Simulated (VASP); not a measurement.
A run of VASP 6.6.1 is set up as follows.

File INCAR:

```
PREC = Accurate ; ENCUT = 520
EDIFF = 1E-6 ; ISMEAR = -1
SIGMA = 0.05 ; LREAL = F
LASPH = T ; NELM = 80
ALGO = Normal ; ISIF = 2
LWAVE = F ; LCHARG = F
GGA = PS ; NBANDS = 9
```

The input KPOINTS:

```
Automatic mesh
0
Gamma
  8 8 8
```

The input POSCAR:

```
Se
1.0
    2.8105630000      0.0000000000      0.0000000000
    0.0000000000      2.8105630000      0.0000000000
    0.0000000000      0.0000000000      2.8105630000
Se
1
Direct
    0.0000000000      0.0000000000      0.0000000000
```

Potentials or basis: VASP PAW PBE potentials, release 64 (Se).

Run with:

```sh
$ cat potpaw_PBE.64/Se/POTCAR > POTCAR
$ mpirun -np 1 vasp_std > vasp.out
```

Question: Estimate the pressure.

Answer: -1.4 GPa.

Question: What does it give for the band gap on the k mesh?

Answer: Zero (band 3 reaches 7.69 eV, above the bottom of band 4 at 1.41 eV).

Caveat: the PAW data sets were made with another functional, which shifts forces and pressure a little.
